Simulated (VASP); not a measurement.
# Al (Im-3m) in VASP: notebook, part 2 of 3

VASP 6.6.1. Earlier steps stand in the parts before.

## 3. Single point, PBE, collinear spin, zero start

The input, INCAR:

```
SYSTEM = Al
PREC = Accurate ; ENCUT = 500
EDIFF = 1E-6 ; ISMEAR = 1
SIGMA = 0.098 ; LREAL = .FALSE.
LASPH = .TRUE. ; NELM = 200
ALGO = Normal ; ISIF = 2
LWAVE = .FALSE. ; LCHARG = .FALSE.
ISPIN = 2 ; MAGMOM = 0
LORBIT = 11 ; GGA = PE
ISYM = 0 ; NBANDS = 12
GGA_COMPAT = .FALSE.
```

The input, KPOINTS:

```
Automatic mesh
0
Gamma
  1 6 11
  0.5 0.5 0
```

The input, POSCAR:

```
Al
1.0
   -1.5912186900      1.5912186900      1.5912186900
    1.5912186900     -1.5912186900      1.5912186900
    1.5912186900      1.5912186900     -1.5912186900
Al
1
Direct
    0.0000000000      0.0000000000      0.0000000000
```

Potentials or basis: VASP PAW PBE potentials, release 64 (Al).

Launch:

```sh
> cat potpaw_PBE.64/Al/POTCAR > POTCAR
> mpirun -np 1 vasp_std > vasp.out
```

OUTCAR:

```text
SYSTEM = Al
   PREC = Accurate
   ENCUT = 500
   EDIFF = 1E-6
   ISMEAR = 1
   LREAL = .FALSE.
   LASPH = .TRUE.
   NELM = 200
   ISIF = 2
   ISPIN = 2
   LORBIT = 11
   GGA = PE
   ISYM = 0

 ion  position               nearest neighbor table
   1  0.000  0.000  0.000-

IMPORTANT INFORMATION: All symmetrisations will be switched off!
NOSYMM: (Re-)initialisation of all symmetry stuff for point group C_1.

----------------------------------------------------------------------------------------

                                     Primitive cell

  volume of cell :      16.1157

  direct lattice vectors                    reciprocal lattice vectors
    -1.591218690  1.591218690  1.591218690     0.000000000  0.314224565  0.314224565
     1.591218690 -1.591218690  1.591218690     0.314224565  0.000000000  0.314224565
     1.591218690  1.591218690 -1.591218690     0.314224565  0.314224565  0.000000000

  length of vectors
     2.756071617  2.756071617  2.756071617     0.444380641  0.444380641  0.444380641

  position of ions in fractional coordinates (direct lattice)
     0.000000000  0.000000000  0.000000000

  ion indices of the primitive-cell ions
   primitive index   ion index
                 1           1

----------------------------------------------------------------------------------------

 KPOINTS: Automatic mesh

Automatic generation of k-mesh.
 Grid dimensions read from file:
 generate k-points for:    1    6   11

 Generating k-lattice:

  Cartesian coordinates                     Fractional coordinates (reciprocal lattice)
     0.000000000  0.314224565  0.314224565     1.000000000  0.000000000  0.000000000
     0.052370761  0.000000000  0.052370761     0.000000000  0.166666667  0.000000000
     0.028565870  0.028565870  0.000000000     0.000000000  0.000000000  0.090909091

  Length of vectors
     0.444380641  0.074063440  0.040398240

  Shift w.r.t. Gamma in fractional coordinates (k-lattice)
     0.500000000  0.500000000  0.000000000

 -----------------------------------------------------------------------------
|                                                                             |
|           W    W    AA    RRRRR   N    N  II  N    N   GGGG   !!!           |
|           W    W   A  A   R    R  NN   N  II  NN   N  G    G  !!!           |
|           W    W  A    A  R    R  N N  N  II  N N  N  G       !!!           |
|           W WW W  AAAAAA  RRRRR   N  N N  II  N  N N  G  GGG   !            |
|           WW  WW  A    A  R   R   N   NN  II  N   NN  G    G                |
|           W    W  A    A  R    R  N    N  II  N    N   GGGG   !!!           |
|                                                                             |
|     Your reciprocal lattice and k-lattice belong to different lattice       |
|     classes:                                                                |
|                                                                             |
|        The reciprocal lattice is face-centered cubic,                       |
|        whereas your k-lattice is triclinic.                                 |
|                                                                             |
|     Results are often still useful ...                                      |
|                                                                             |
 -----------------------------------------------------------------------------

 WARNING: IBZKPT: internal override: KBLOWUP is changed to .FALSE.
      ... skipping the blow-up phase ...

 Subroutine IBZKPT returns following result:
 ===========================================

 Found     33 irreducible k-points:

 Following reciprocal coordinates:
            Coordinates               Weight
  0.500000  0.083333  0.000000      2.000000
[... 55 lines left out ...]
   EMIN   =  10.00;   EMAX   =-10.00  energy-range for DOS
   EFERMI =   0.00;   METHOD = LEGACY
   ISMEAR =     1;   SIGMA  =   0.10  broadening in eV -4-tet -1-fermi 0-gaus
   EFERMI_NEDOS =   21; number of points for ismear=-14 and -15
   IALGO  =     38    algorithm
   IMIX   =      4    mixing-type and parameters
     AMIX     =   0.40;   BMIX     =  1.00
     AMIX_MAG =   1.60;   BMIX_MAG =  1.00
  volume/ion in A,a.u.               =      16.12       108.75
  Fermi-wavevector in a.u.,A,eV,Ry     =   0.934757  1.766435 11.888371  0.873771
  Thomas-Fermi vector in A             =   2.061595
   LORBIT       =     11    0 simple, 1 ext, 2 COOP (PROOUT), +10 PAW based schemes
   GGA     = PE    functional components
   LHFCALC =     F    Hartree Fock is set to
   AEXX    =    0.0000 exact exchange contribution
   IVDW    =     0    specifies the selected vdW correction
   LEPSILON=     F    determine dielectric tensor
   LRPA    =     F    only Hartree local field effects (RPA)
 spin polarized calculation
 Methfessel and Paxton  Order N= 1 SIGMA  =   0.10
  energy-cutoff  :      500.00
  volume of cell :       16.12
 maximum number of plane-waves:       418
 NGX is ok and might be reduce to    20
   NGX =  9   NGY =  9   NGZ =  9

 number of electron       3.0000000 magnetization       0.0000008

 number of electron       3.0000000 magnetization      -0.0000007

 Free energy of the ion-electron system (eV)
  ---------------------------------------------------
  ext. energy  EPLUGINS =         0.00000000
  ---------------------------------------------------
  free energy    TOTEN  =        -1.13676760 eV

  energy without entropy =       -1.13650042  energy(sigma->0) =       -1.13667854

 E-fermi :   7.5252     XC(G=0): -10.2845

 val. band max:        7.5207691242   @ k =   0.5000  -0.4167   0.3636
 cond. band min:       7.6155828184   @ k =   0.5000  -0.2500   0.0909
 fundamental gap:      0.0948136942
 Fermi energy:         7.5252328188

 spin component 1

 k-point     1 :       0.5000    0.0833    0.0000
  band No.  band energies     occupation
      1       3.1036      1.00000
      2       5.4902      1.00000
      3      14.3637      0.00000
      4      16.5743      0.00000
      5      19.4340      0.00000
      6      21.6687      0.00000
      7      27.9159      0.00000
      8      29.8424      0.00000
      9      33.0373      0.00000
     10      34.9531      0.00000
     11      36.4598      0.00000
     12      42.2308      0.00000
[... 333 lines left out ...]
      1       5.9086      1.00000
      2       8.1957     -0.00000
      3       9.7018      0.00000
      4      14.4437      0.00000
      5      16.0620      0.00000
      6      18.3801      0.00000
      7      26.5692      0.00000
      8      31.1881      0.00000
      9      33.4143      0.00000
     10      39.2280      0.00000
     11      40.7562      0.00000
     12      43.2367      0.00000

 [... further k-points ...]

 spin component 2

 k-point     1 :       0.5000    0.0833    0.0000
  band No.  band energies     occupation
      1       3.1036      1.00000
      2       5.4902      1.00000
      3      14.3637      0.00000
      4      16.5743      0.00000
      5      19.4340      0.00000
      6      21.6687      0.00000
      7      27.9159      0.00000
      8      29.8424      0.00000
      9      33.0373      0.00000
     10      34.9531      0.00000
     11      36.4598      0.00000
     12      42.2308      0.00000
[... 333 lines left out ...]
      1       5.9086      1.00000
      2       8.1957     -0.00000
      3       9.7018      0.00000
      4      14.4437      0.00000
      5      16.0620      0.00000
      6      18.3801      0.00000
      7      26.5692      0.00000
      8      31.1881      0.00000
      9      33.4143      0.00000
     10      39.2280      0.00000
     11      40.7562      0.00000
     12      43.2367      0.00000

 [... further k-points ...]
[... 5 lines left out ...]
  --------------------------------------------------------------------------------------
  -------------------------------------------------------------------------------------
  Total        2.0105894      2.0320335      2.0851955     -6.2520258      6.2883120     -6.8042631
  in kB      199.8869197    202.0188237    207.3040349   -621.5581133    625.1655793   -676.4599297
  external PRESSURE =     203.0699261 kB  Pullay stress =       0.0000000 kB

 VOLUME and BASIS-vectors are now :
 -----------------------------------------------------------------------------
  energy-cutoff  :      500.00
  volume of cell :       16.12
      direct lattice vectors                 reciprocal lattice vectors
    -1.591218690  1.591218690  1.591218690     0.000000000  0.314224565  0.314224565
     1.591218690 -1.591218690  1.591218690     0.314224565  0.000000000  0.314224565
     1.591218690  1.591218690 -1.591218690     0.314224565  0.314224565  0.000000000

 POSITION                                       TOTAL-FORCE (eV/Angst)
 -----------------------------------------------------------------------------------
      0.00000      0.00000      0.00000         0.000000      0.000000      0.000000
 -----------------------------------------------------------------------------------
    total drift:                                0.000000      0.000000      0.000000

  FREE ENERGIE OF THE ION-ELECTRON SYSTEM (eV)
  ---------------------------------------------------
  free  energy   TOTEN  =        -1.1367675979 eV

  energy  without entropy=       -1.1365004212  energy(sigma->0) =       -1.13667854

 total charge

# of ion       s       p       d       tot
------------------------------------------
    1        0.407   0.373   0.000   0.780

 magnetization (x)

# of ion       s       p       d       tot
------------------------------------------
    1        0.000   0.000   0.000   0.000
```

OSZICAR:

```text
N       E                     dE             d eps       ncg     rms          rms(c)
DAV:   1     0.246394645794E+01    0.24639E+01   -0.86140E+02  1592   0.140E+02
DAV:   2    -0.111173938072E+01   -0.35757E+01   -0.35129E+01  2140   0.339E+01
DAV:   3    -0.116074432794E+01   -0.49005E-01   -0.48954E-01  1992   0.259E+00
DAV:   4    -0.116092123683E+01   -0.17691E-03   -0.17690E-03  1892   0.192E-01
DAV:   5    -0.116092246355E+01   -0.12267E-05   -0.12269E-05  2032   0.136E-02    0.107E+00
DAV:   6    -0.114666276518E+01    0.14260E-01   -0.14099E-03  1852   0.121E-01    0.644E-01
DAV:   7    -0.113676520708E+01    0.98976E-02   -0.44162E-03  1852   0.201E-01    0.108E-01
DAV:   8    -0.113676836863E+01   -0.31615E-05   -0.32335E-05  2020   0.275E-02    0.670E-03
DAV:   9    -0.113676759790E+01    0.77073E-06   -0.78338E-07  1916   0.300E-03
   1 F= -.11367676E+01 E0= -.11366785E+01  d E =-.267177E-03  mag=     0.0000
```

stdout:

```text
POSCAR found type information on POSCAR Al
 POSCAR found :  1 types and       1 ions
 scaLAPACK will be used
 LDA part: xc-table for (Slater+PW92), standard interpolation
 -----------------------------------------------------------------------------
|                                                                             |
|           W    W    AA    RRRRR   N    N  II  N    N   GGGG   !!!           |
|           W    W   A  A   R    R  NN   N  II  NN   N  G    G  !!!           |
|           W    W  A    A  R    R  N N  N  II  N N  N  G       !!!           |
|           W WW W  AAAAAA  RRRRR   N  N N  II  N  N N  G  GGG   !            |
|           WW  WW  A    A  R   R   N   NN  II  N   NN  G    G                |
|           W    W  A    A  R    R  N    N  II  N    N   GGGG   !!!           |
|                                                                             |
|     Your reciprocal lattice and k-lattice belong to different lattice       |
|     classes:                                                                |
|                                                                             |
|        The reciprocal lattice is face-centered cubic,                       |
|        whereas your k-lattice is triclinic.                                 |
|                                                                             |
|     Results are often still useful ...                                      |
|                                                                             |
 -----------------------------------------------------------------------------

 POSCAR, INCAR and KPOINTS ok, starting setup
 FFT: planning ... GRIDC
 FFT: planning ... GRID_SOFT
 FFT: planning ... GRID
 WAVECAR not read
 entering main loop
```

Wall time 11 s (1 thread of AMD EPYC 7R13, shared host); peak memory 0.1 GiB.

What came out:

```
Free energy                                           : -1.1368 eV
Pressure                                              : 20.3 GPa
Net moment                                            : 0.00 μB per cell
Valence electrons inside the program's atomic spheres : Al 0.78
```

Stress tensor (GPa, compression positive):
```
 19.99 -62.16 -67.65
-62.16  20.20  62.52
-67.65  62.52  20.73
```

Caveat: the k points lie up to 2.79 Å⁻¹ apart.

## 4. Single point, r2SCAN

Changes to POSCAR since step 3:

```diff
@@ -8,2 +8,2 @@
 Direct
-    0.0000000000      0.0000000000      0.0000000000
+    0.0628449129      0.0000000000      0.0628449129
```

The input, INCAR.step1:

```
ALGO = Normal ; EDIFF = 1E-5
ENCUT = 550 ; GGA = PE
GGA_COMPAT = F ; ISMEAR = 0
LASPH = T ; LCHARG = F
LREAL = F ; LWAVE = T
NBANDS = 8 ; NELM = 120
PREC = Accurate ; SIGMA = 0.1
```

The input, INCAR.step2:

```
ALGO = Normal ; EDIFF = 1E-6
ENCUT = 550 ; GGA_COMPAT = F
ISIF = 2 ; ISMEAR = 0
ISTART = 1 ; LASPH = T
LCHARG = T ; LELF = T
LMIXTAU = T ; LREAL = F
LVHAR = T ; LWAVE = F
METAGGA = R2SCAN ; NBANDS = 8
NELM = 120 ; PREC = Accurate
SIGMA = 0.1
```

The input, KPOINTS:

```
k-points
0
Gamma
  10 10 10
```

Launch:

```sh
> cat potpaw_PBE.64/Al/POTCAR > POTCAR
> cp INCAR.step1 INCAR
> mpirun -np 1 vasp_std > vasp.out
> cp INCAR.step2 INCAR
> mpirun -np 1 vasp_std > vasp.out
```

Wall time 42 s (1 thread of AMD EPYC 7R13, shared host); peak memory 0.11 GiB.

The run converged. Its results:

- Free energy: -6.6338 eV
- Pressure: 1.0 GPa

Levels at points of the mesh, in eV from the Fermi level:
| k point | band 1 | band 2 | band 3 | band 4 | band 5 |
| --- | --- | --- | --- | --- | --- |
| (0.00, 0.00, 0.00) | -11.97 | 14.24 | 14.24 | 14.24 | 16.35 |
| (0.50, 0.00, 0.00) | -4.75 | -3.97 | 8.80 | 9.07 | 10.87 |
| (0.50, 0.50, 0.50) | 2.11 | 2.11 | 2.11 | 2.99 | 2.99 |

Caveat: the PAW data sets were made with another functional, which shifts forces and pressure a little.

[end of part 2 of 3]
